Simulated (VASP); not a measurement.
# LiSm3 (Pm-3m) in VASP: single point with PBE

Aim: the single point of LiSm3 with PBE.

All numbers are computed with VASP 6.6.1; they aren't measurements. Logs are shortened: lines on timing, memory, paths and dates and some standing lists are left out, and cuts for length are marked.

### 1 The cell of the first run

It takes space group Pm-3m (No. 221, cubic). Conventional cell: a = 5.057 Å, b = 5.057 Å, c = 5.057 Å, α = 90.00°, β = 90.00°, γ = 90.00°. Within 4.7 Å of Sm (site symmetry 4/mmm) lie 8 Sm at 3.58 Å and 4 Li at 3.58 Å. Within 4.7 Å of Li (site symmetry m-3m) lie 12 Sm at 3.58 Å.

### 2 Single point, PBE, collinear spin, ferromagnetic start

INCAR reads:

```
SYSTEM = LiSm3
ALGO = Normal
EDIFF = 1E-7
ENCUT = 520
GGA = PE
ISIF = 2
ISMEAR = -1
ISPIN = 2
LASPH = .TRUE.
LCHARG = .TRUE.
LELF = .TRUE.
LMAXMIX = 6
LORBIT = 11
LREAL = .FALSE.
LVHAR = .TRUE.
LWAVE = .FALSE.
MAGMOM = 5 5 5 0
NBANDS = 38
NELM = 150
PREC = Accurate
SIGMA = 0.05
```

KPOINTS reads:

```
k-points
0
G
  6 6 6
  0 0 0
```

POSCAR reads:

```
LiSm3
1.0
    5.0573948155      0.0000000000      0.0000000000
    0.0000000000      5.0573948155      0.0000000000
    0.0000000000      0.0000000000      5.0573948155
Sm Li
3 1
Direct
    0.5000000000      0.5000000000      0.0000000000
    0.5000000000      0.0000000000      0.5000000000
    0.0000000000      0.5000000000      0.5000000000
    0.0000000000      0.0000000000      0.0000000000
```

Potentials or basis: VASP PAW PBE potentials, release 64 (Sm, Li_sv).

Command:

```sh
$ cat potpaw_PBE.64/Sm/POTCAR potpaw_PBE.64/Li_sv/POTCAR > POTCAR
$ mpirun -np 1 vasp_std > vasp.out
```

OUTCAR:

```text
SYSTEM = LiSm3
   EDIFF = 1E-7
   ENCUT = 520
   GGA = PE
   ISIF = 2
   ISMEAR = -1
   ISPIN = 2
   LASPH = .TRUE.
   LORBIT = 11
   LREAL = .FALSE.
   NELM = 150
   PREC = Accurate

 ion  position               nearest neighbor table
   1  0.500  0.500  0.000-
   2  0.500  0.000  0.500-
   3  0.000  0.500  0.500-
   4  0.000  0.000  0.000-

  LATTYP: Found a simple cubic cell.
 ALAT       =     5.0573948155

  Lattice vectors:

 A1 = (   5.0573948155,   0.0000000000,   0.0000000000)
 A2 = (   0.0000000000,   5.0573948155,   0.0000000000)
 A3 = (   0.0000000000,   0.0000000000,   5.0573948155)

Analysis of symmetry for initial positions (statically):
=====================================================================
 Subroutine PRICEL returns:
 Original cell was already a primitive cell.

 Routine SETGRP: Setting up the symmetry group for a
 simple cubic supercell.

 Subroutine GETGRP returns: Found 48 space group operations
 (whereof 48 operations were pure point group operations)
 out of a pool of 48 trial point group operations.

The static configuration has the point symmetry O_h .

Analysis of symmetry for dynamics (positions and initial velocities):
=====================================================================
 Subroutine PRICEL returns:
 Original cell was already a primitive cell.

 Routine SETGRP: Setting up the symmetry group for a
 simple cubic supercell.

 Subroutine GETGRP returns: Found 48 space group operations
 (whereof 48 operations were pure point group operations)
 out of a pool of 48 trial point group operations.

The dynamic configuration has the point symmetry O_h .

Analysis of structural, dynamic, and magnetic symmetry:
=====================================================================
 Subroutine PRICEL returns:
 Original cell was already a primitive cell.

 Routine SETGRP: Setting up the symmetry group for a
 simple cubic supercell.

 Subroutine GETGRP returns: Found 48 space group operations
 (whereof 48 operations were pure point group operations)
 out of a pool of 48 trial point group operations.

The overall configuration has the point symmetry O_h .

 Subroutine INISYM returns: Found 48 space group operations
 (whereof 48 operations are pure point group operations),
 and found     1 'primitive' translations

----------------------------------------------------------------------------------------

                                     Primitive cell

  volume of cell :     129.3542

  direct lattice vectors                    reciprocal lattice vectors
     5.057394816  0.000000000  0.000000000     0.197730262  0.000000000  0.000000000
     0.000000000  5.057394816  0.000000000     0.000000000  0.197730262  0.000000000
     0.000000000  0.000000000  5.057394816     0.000000000  0.000000000  0.197730262

  length of vectors
     5.057394816  5.057394816  5.057394816     0.197730262  0.197730262  0.197730262

  position of ions in fractional coordinates (direct lattice)
     0.500000000  0.500000000  0.000000000
     0.500000000  0.000000000  0.500000000
     0.000000000  0.500000000  0.500000000
     0.000000000  0.000000000  0.000000000

  ion indices of the primitive-cell ions
   primitive index   ion index
                 1           1
                 2           2
                 3           3
                 4           4

----------------------------------------------------------------------------------------

 KPOINTS: k-points

Automatic generation of k-mesh.
 Grid dimensions read from file:
 generate k-points for:    6    6    6

 Generating k-lattice:

  Cartesian coordinates                     Fractional coordinates (reciprocal lattice)
     0.032955044  0.000000000  0.000000000     0.166666667  0.000000000  0.000000000
     0.000000000  0.032955044  0.000000000     0.000000000  0.166666667  0.000000000
     0.000000000  0.000000000  0.032955044     0.000000000  0.000000000  0.166666667

  Length of vectors
     0.032955044  0.032955044  0.032955044

  Shift w.r.t. Gamma in fractional coordinates (k-lattice)
     0.000000000  0.000000000  0.000000000

 Subroutine IBZKPT returns following result:
 ===========================================

 Found     20 irreducible k-points:

 Following reciprocal coordinates:
            Coordinates               Weight
  0.000000  0.000000  0.000000      1.000000
  0.166667  0.000000  0.000000      6.000000
  0.333333  0.000000  0.000000      6.000000
  0.500000  0.000000  0.000000      3.000000
  0.166667  0.166667  0.000000     12.000000
  0.333333  0.166667  0.000000     24.000000
[... 12 lines left out ...]
  0.500000  0.500000  0.333333      6.000000
  0.500000  0.500000  0.500000      1.000000
   k-points           NKPTS =     20   k-points in BZ     NKDIM =     20   number of bands    NBANDS=     38
   number of dos      NEDOS =    301   number of ions     NIONS =      4
   total plane-waves  NPLWV =  64000
   dimension x,y,z NGX =    40 NGY =   40 NGZ =   40
   dimension x,y,z NGXF=    80 NGYF=   80 NGZF=   80
   ions per type =               3   1
   NGX,Y,Z   is equivalent  to a cutoff of  13.15, 13.15, 13.15 a.u.
   NGXF,Y,Z  is equivalent  to a cutoff of  26.30, 26.30, 26.30 a.u.
 SYSTEM =  LiSm3
   PREC   = accura    normal or accurate (medium, high low for compatibility)
   ISTART =      0    job   : 0-new  1-cont  2-samecut
   ICHARG =      2    charge: 1-file 2-atom 10-const
   ISPIN  =      2    spin polarized calculation?
   LNONCOLLINEAR =      F non collinear calculations
   LSORBIT =      F    spin-orbit coupling
   LASPH  =      T    aspherical Exc in radial PAW
   ENCUT  =  520.0 eV  38.22 Ry    6.18 a.u.   9.40  9.40  9.40*2*pi/ulx,y,z
   NELM   =    150;   NELMIN=  2; NELMDL= -5     # of ELM steps
   EDIFF  = 0.1E-06   stopping-criterion for ELM
   LREAL  =      F    real-space projection
   EDIFFG = 0.1E-05   stopping-criterion for IOM
   NSW    =      0    number of steps for IOM
   IBRION =     -1    ionic relax: 0-MD 1-quasi-New 2-CG
   NFREE  =      0    steps in history (QN), initial steepest desc. (CG)
   ISIF   =      2    stress and relaxation
   ISYM   =      2    0-nonsym 1-usesym 2-fastsym
   POTIM  = 0.5000    time-step for ionic-motion
   TEBEG  =    0.0;   TEEND  =   0.0 temperature during run
   PSTRESS=    0.0 pullay stress
   NELECT =      51.0000    total number of electrons
   NUPDOWN=      -1.0000    fix difference up-down
   EMIN   =  10.00;   EMAX   =-10.00  energy-range for DOS
   EFERMI =   0.00;   METHOD = LEGACY
   ISMEAR =    -1;   SIGMA  =   0.05  broadening in eV -4-tet -1-fermi 0-gaus
   EFERMI_NEDOS =   21; number of points for ismear=-14 and -15
   IALGO  =     38    algorithm
   IMIX   =      4    mixing-type and parameters
     AMIX     =   0.40;   BMIX     =  1.00
     AMIX_MAG =   1.60;   BMIX_MAG =  1.00
  volume/ion in A,a.u.               =      32.34       218.23
  Fermi-wavevector in a.u.,A,eV,Ry     =   1.200433  2.268490 19.606541  1.441040
  Thomas-Fermi vector in A             =   2.336269
   LORBIT       =     11    0 simple, 1 ext, 2 COOP (PROOUT), +10 PAW based schemes
   GGA     = PE    functional components
   LHFCALC =     F    Hartree Fock is set to
   AEXX    =    0.0000 exact exchange contribution
   IVDW    =     0    specifies the selected vdW correction
   LEPSILON=     F    determine dielectric tensor
   LRPA    =     F    only Hartree local field effects (RPA)
 spin polarized calculation
  energy-cutoff  :      520.00
  volume of cell :      129.35
 maximum number of plane-waves:      3523
 NGX is ok and might be reduce to    40
   NGX = 19   NGY = 19   NGZ = 19

 number of electron      51.0000024 magnetization      20.0293252

 Free energy of the ion-electron system (eV)
  ---------------------------------------------------
  ext. energy  EPLUGINS =         0.00000000
  ---------------------------------------------------
  free energy    TOTEN  =       -29.57545015 eV

  energy without entropy =      -29.42951673  energy(sigma->0) =      -29.50248344

 E-fermi :   2.3343     XC(G=0):  -9.0686

 val. band max:        2.3114296724   @ k =   0.3333   0.1667   0.1667
 cond. band min:       2.3368133793   @ k =   0.5000   0.3333   0.0000
 fundamental gap:      0.0253837069
 Fermi energy:         2.3342525527

 spin component 1

 k-point     1 :       0.0000    0.0000    0.0000
  band No.  band energies     occupation
      1     -43.5823      1.00000
      2     -37.7276      1.00000
      3     -37.6063      1.00000
      4     -37.6063      1.00000
      5     -17.7048      1.00000
      6     -17.7048      1.00000
[... 29 lines left out ...]
     36       2.2119      0.92031
     37       2.3800      0.28600

 k-point     2 :       0.1667    0.0000    0.0000
  band No.  band energies     occupation
      1     -43.5824      1.00000
      2     -37.7204      1.00000
      3     -37.6134      1.00000
      4     -37.6062      1.00000
      5     -17.6779      1.00000
      6     -17.6779      1.00000
[... 29 lines left out ...]
     36       2.2245      0.89987
     37       2.4013      0.20726

 k-point     3 :       0.3333    0.0000    0.0000
  band No.  band energies     occupation
      1     -43.5824      1.00000
      2     -37.7020      1.00000
      3     -37.6320      1.00000
      4     -37.6060      1.00000
      5     -17.6129      1.00000
      6     -17.6129      1.00000
[... 29 lines left out ...]
     36       2.2616      0.81059
     37       2.4004      0.21030
[... 601 lines left out ...]
 k-point    19 :       0.5000    0.5000    0.3333
  band No.  band energies     occupation
      1     -43.5823      1.00000
      2     -37.6461      1.00000
      3     -37.6461      1.00000
      4     -37.6461      1.00000
      5     -17.9353      1.00000
      6     -17.6208      1.00000
[... 29 lines left out ...]
     36       2.4176      0.15894
     37       2.4176      0.15894

 k-point    20 :       0.5000    0.5000    0.5000
  band No.  band energies     occupation
      1     -43.5823      1.00000
      2     -37.6460      1.00000
      3     -37.6460      1.00000
      4     -37.6460      1.00000
      5     -17.9894      1.00000
      6     -17.6202      1.00000
[... 29 lines left out ...]
     36       2.4234      0.14401
     37       2.4235      0.14373
 Fermi energy:         2.3342525527

 spin component 2

 k-point     1 :       0.0000    0.0000    0.0000
  band No.  band energies     occupation
      1     -43.5704      1.00000
      2     -35.0129      1.00000
      3     -34.8708      1.00000
      4     -34.8708      1.00000
      5     -15.6762      1.00000
      6     -15.6762      1.00000
[... 29 lines left out ...]
     36       6.2254      0.00000
     37       6.2254      0.00000

 k-point     2 :       0.1667    0.0000    0.0000
  band No.  band energies     occupation
      1     -43.5705      1.00000
      2     -35.0045      1.00000
      3     -34.8793      1.00000
      4     -34.8707      1.00000
      5     -15.6464      1.00000
      6     -15.6464      1.00000
[... 29 lines left out ...]
     36       6.1820      0.00000
     37       6.2141      0.00000

 k-point     3 :       0.3333    0.0000    0.0000
  band No.  band energies     occupation
      1     -43.5705      1.00000
      2     -34.9829      1.00000
      3     -34.9009      1.00000
      4     -34.8705      1.00000
      5     -15.5739      1.00000
      6     -15.5739      1.00000
[... 29 lines left out ...]
     36       6.1438      0.00000
     37       6.1848      0.00000
[... 601 lines left out ...]
 k-point    19 :       0.5000    0.5000    0.3333
  band No.  band energies     occupation
      1     -43.5704      1.00000
      2     -34.9174      1.00000
      3     -34.9174      1.00000
      4     -34.9174      1.00000
      5     -15.9333      1.00000
      6     -15.5941      1.00000
[... 29 lines left out ...]
     36       6.1438      0.00000
     37       6.1821      0.00000

 k-point    20 :       0.5000    0.5000    0.5000
  band No.  band energies     occupation
      1     -43.5704      1.00000
      2     -34.9172      1.00000
      3     -34.9172      1.00000
      4     -34.9172      1.00000
      5     -15.9932      1.00000
      6     -15.5933      1.00000
[... 29 lines left out ...]
     36       6.2165      0.00000
     37       6.2165      0.00000
 [bands above 37 left out]

------------------------ aborting loop because EDIFF is reached ----------------------------------------

  FORCE on cell =-STRESS in cart. coord.  units (eV):
  Direction    XX          YY          ZZ          XY          YZ          ZX
  --------------------------------------------------------------------------------------
  -------------------------------------------------------------------------------------
  Total        0.7087255      0.7087255      0.7087255     -0.0000000      0.0000000     -0.0000000
  in kB        8.7782529      8.7782529      8.7782529     -0.0000000      0.0000000     -0.0000000
  external PRESSURE =       8.7782529 kB  Pullay stress =       0.0000000 kB

 VOLUME and BASIS-vectors are now :
 -----------------------------------------------------------------------------
  energy-cutoff  :      520.00
  volume of cell :      129.35
      direct lattice vectors                 reciprocal lattice vectors
     5.057394816  0.000000000  0.000000000     0.197730262  0.000000000  0.000000000
     0.000000000  5.057394816  0.000000000     0.000000000  0.197730262  0.000000000
     0.000000000  0.000000000  5.057394816     0.000000000  0.000000000  0.197730262

 POSITION                                       TOTAL-FORCE (eV/Angst)
 -----------------------------------------------------------------------------------
      2.52870      2.52870      0.00000         0.000000      0.000000      0.000000
      2.52870      0.00000      2.52870         0.000000      0.000000      0.000000
      0.00000      2.52870      2.52870         0.000000      0.000000      0.000000
      0.00000      0.00000      0.00000         0.000000      0.000000      0.000000
 -----------------------------------------------------------------------------------
    total drift:                               -0.000000     -0.000000     -0.000000

  FREE ENERGIE OF THE ION-ELECTRON SYSTEM (eV)
  ---------------------------------------------------
  free  energy   TOTEN  =       -29.5754501455 eV

  energy  without entropy=      -29.4295167307  energy(sigma->0) =      -29.50248344

 total charge

# of ion       s       p       d       f       tot
--------------------------------------------------
    1        2.075   5.614   0.442   5.530  13.660
    2        2.075   5.614   0.442   5.530  13.660
    3        2.075   5.614   0.442   5.530  13.660
    4        2.041   0.042   0.000   0.000   2.082
--------------------------------------------------
tot          8.265  16.884   1.325  16.590  43.064

 magnetization (x)

# of ion       s       p       d       f       tot
--------------------------------------------------
    1        0.002  -0.068   0.277   5.525   5.736
    2        0.002  -0.068   0.277   5.525   5.736
    3        0.002  -0.068   0.277   5.525   5.736
    4       -0.003   0.013   0.000   0.000   0.010
--------------------------------------------------
tot          0.004  -0.191   0.831  16.575  17.220
```

Wall time 18 min (1 thread of Intel Xeon Platinum 8488C (Sapphire Rapids), shared host); peak memory 0.38 GiB.

Results:

```
Free energy                                           : -29.5755 eV
Net moment                                            : 20.03 μB per cell
Site moments                                          : Sm +5.74; Li +0.01 μB
Valence electrons inside the program's atomic spheres : Sm 13.66; Li 2.08
```

Caveat: the cutoff is under 1.25 times the usual one of these potentials, so pressure, stress and relaxed cells hold a basis-set (Pulay) error; the magnetic or orbital state may not be the lowest; the highest band is partly filled, so the run has too few bands; spin-orbit coupling is left out, which moves the levels of the heavy elements; semilocal functionals describe open f shells poorly, which spoils levels, moments and volumes. The state reached can hang on the start; a lower one may exist.
